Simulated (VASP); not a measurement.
A run of VASP 6.6.1 is set up as follows.

File POSCAR:

```
BeS
1.0
    0.0000000000      2.4177684700      2.4177684700
    2.4177684700      0.0000000000      2.4177684700
    2.4177684700      2.4177684700      0.0000000000
Be S
1 1
Direct
    0.0000000000      0.0000000000      0.0000000000
    0.2500000000      0.2500000000      0.2500000000
```

The input INCAR.step1:

```
SYSTEM = BeS
PREC = Accurate
ENCUT = 520
ISMEAR = -1
SIGMA = 0.02
LREAL = .False.
LASPH = .True.
NELM = 80
GGA = PE
ALGO = Normal
EDIFF = 1E-4
LWAVE = .True.
LCHARG = .False.
```

File INCAR.step2:

```
SYSTEM = BeS
PREC = Accurate
ENCUT = 520
EDIFF = 1E-6
ISMEAR = -1
SIGMA = 0.02
LREAL = .False.
LASPH = .True.
NELM = 80
ALGO = Normal
ISIF = 2
LWAVE = .False.
LCHARG = .False.
METAGGA = R2SCAN
LMIXTAU = .True.
IBRION = 2
NSW = 50
EDIFFG = -0.01
ISTART = 1
```

KPOINTS

```
regular mesh
0
Gamma
  10 10 10
  0 0 0
```

Potentials or basis: VASP PAW PBE potentials, release 64 (Be, S).

Command:

```console
$ cat potpaw_PBE.64/Be/POTCAR potpaw_PBE.64/S/POTCAR > POTCAR
$ cp INCAR.step1 INCAR
$ mpirun -np 1 vasp_std > vasp.out
$ cp INCAR.step2 INCAR
$ mpirun -np 1 vasp_std > vasp.out
```

What does it give for the band gap on the k mesh?

3.55 eV, indirect (least direct gap 6.25 eV).

Final structure:
```
Be S
1.0
     0.00000    2.41777    2.41777
     2.41777    0.00000    2.41777
     2.41777    2.41777    0.00000
Be S
1 1
Direct
  0.00000 0.00000 0.00000
  0.25000 0.25000 0.25000
```

Caveat: the relaxation stopped at its first step, so nothing moved; the PAW data sets were made with another functional, which shifts forces and pressure a little. r2SCAN opens gaps a little over a GGA but as a rule still falls short of measured ones.
